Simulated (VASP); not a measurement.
Wanted: the native input for a VASP 6.6.1 run.

- Task: single point
- Functional: r2SCAN
- Potentials or basis: VASP PAW PBE potentials, release 64 (Ta_pv, N)
- Cutoff: 520 eV
- k mesh: 13 × 13 × 12
- Occupations: fermi-dirac, width 0.1 eV
- Spin: no spin polarisation
- Dipole correction: no
- Further INCAR settings: ALGO = Normal; EDIFF = 1e-06; NBANDS = 15

Crystal: TaN.

```xyz
2
Lattice="2.9361 0.0000 0.0000 -1.4681 2.5428 0.0000 0.0000 0.0000 2.8847" Properties=species:S:1:pos:R:3 pbc="T T T"
Ta    0.0000    1.6952    1.4423
N     0.0000    0.0000    0.0000
```

One way to write it, as run:

POSCAR

```
TaN
1.0
    2.9361283742      0.0000000000      0.0000000000
   -1.4680641871      2.5427617608      0.0000000000
    0.0000000000      0.0000000000      2.8846582498
Ta N
1 1
Direct
    0.3333333333      0.6666666667      0.5000000000
    0.0000000000      0.0000000000      0.0000000000
```

INCAR.step1

```
SYSTEM = TaN
  PREC = Accurate
  ENCUT = 520
  ISMEAR = -1
  SIGMA = 0.1
  LREAL = .False.
  LASPH = .True.
  NELM = 100
  NBANDS = 15
  GGA = PE
  ALGO = Normal
  EDIFF = 1E-4
  LWAVE = .True.
  LCHARG = .False.
```

INCAR.step2

```
SYSTEM = TaN
  PREC = Accurate
  ENCUT = 520
  EDIFF = 1E-6
  ISMEAR = -1
  SIGMA = 0.1
  LREAL = .False.
  LASPH = .True.
  NELM = 100
  ALGO = Normal
  ISIF = 2
  LWAVE = .False.
  LCHARG = .False.
  METAGGA = R2SCAN
  LMIXTAU = .True.
  NBANDS = 15
  ISTART = 1
```

KPOINTS

```
Automatic mesh
0
Gamma
  13 13 12
  0 0 0
```

Potentials or basis: VASP PAW PBE potentials, release 64 (Ta_pv, N).

Command:

```console
$ cat potpaw_PBE.64/Ta_pv/POTCAR potpaw_PBE.64/N/POTCAR > POTCAR
$ cp INCAR.step1 INCAR
$ mpirun -np 1 vasp_std > vasp.out
$ cp INCAR.step2 INCAR
$ mpirun -np 1 vasp_std > vasp.out
```

It gave:

```json
{"Pressure": "1.6 GPa", "Band gap on the k mesh": "zero (bands 8 and 9 overlap by 0.37 eV)"}
```

Caveat: the PAW data sets were made with another functional, which shifts forces and pressure a little; spin-orbit coupling is left out, which moves the levels of the heavy elements.

It took 66 s on 1 thread of Intel(R) Xeon(R) 6975P-C (Granite Rapids), on a shared host, peak memory 0.18 GiB.
